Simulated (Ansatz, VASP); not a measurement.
Given: the input of a run of Ansatz 0.2.0 on PbO2.

Contents of input.yaml:

```yaml
crystal:
  lattice:
    - [0.0, 2.6654741181, 2.6654741181]
    - [2.6654741181, 0.0, 2.6654741181]
    - [2.6654741181, 2.6654741181, 0.0]
  atoms:
    - { symbol: Pb, position: [0.0, 0.0, 0.0] }
    - { symbol: O, position: [0.75, 0.75, 0.75] }
    - { symbol: O, position: [0.25, 0.25, 0.25] }
hamiltonian:
  xc: blyp
  pseudopotentials: { kind: paw, xc_functional: lda, accuracy: standard }
  dispersion: d4
kpoints:
  mp_grid: { grid: [9, 9, 9] }
scf:
  occupations: { method: fermi_dirac, width: 0.025 }
output:
  forces: true
  stress: true
  eigenvalues: true
```

Potentials or basis: JTH PAW LDA.

Run with:

```sh
$ ansatz run input.yaml --threads 2 --pin off --max-ram 5120MiB --backend cpu --events-out ev --progress --plain --runs-dir out
```

**Question.** Translate it to VASP 6.6.1. Potentials there: VASP PAW PBE potentials, release 64 (Pb_d, O).

**Answer.** As run (the cutoff follows the program's own potentials):

Contents of INCAR:

```
PREC = Accurate
ENCUT = 520
EDIFF = 1E-7
ISMEAR = -1
SIGMA = 0.025
LREAL = False
LASPH = True
NELM = 100
ALGO = Normal
ISIF = 2
LWAVE = False
LCHARG = True
GGA = B5
ALDAX = 1.0
AGGAX = 1.0
AGGAC = 1.0
ALDAC = 0.0
IVDW = 13
VDW_S6 = 1.0
VDW_S8 = 2.34076671
VDW_A1 = 0.44488865
VDW_A2 = 4.0933009
LELF = True
LVHAR = True
NBANDS = 20
```

KPOINTS

```
regular mesh
0
Gamma
  9 9 9
```

File POSCAR:

```
PbO2
1.0
    0.0000000000      2.6654741181      2.6654741181
    2.6654741181      0.0000000000      2.6654741181
    2.6654741181      2.6654741181      0.0000000000
Pb O
1 2
Direct
    0.0000000000      0.0000000000      0.0000000000
    0.7500000000      0.7500000000      0.7500000000
    0.2500000000      0.2500000000      0.2500000000
```

Potentials or basis: VASP PAW PBE potentials, release 64 (Pb_d, O).

Launch:

```console
$ cat potpaw_PBE.64/Pb_d/POTCAR potpaw_PBE.64/O/POTCAR > POTCAR
$ mpirun -np 1 vasp_std > vasp.out
```

Both were run:

|  | VASP | Ansatz | Ansatz less VASP |
| --- | --- | --- | --- |
| gap on the k mesh at the Fermi level (eV) | none | none | - |
| pressure (GPa) | 7.1 | 6.4 | -0.63 |

VASP's potentials were made for PBE, not for BLYP. A gap of «none» marks a metal or a gap that the smearing closes.

Neither program's run includes spin-orbit coupling.
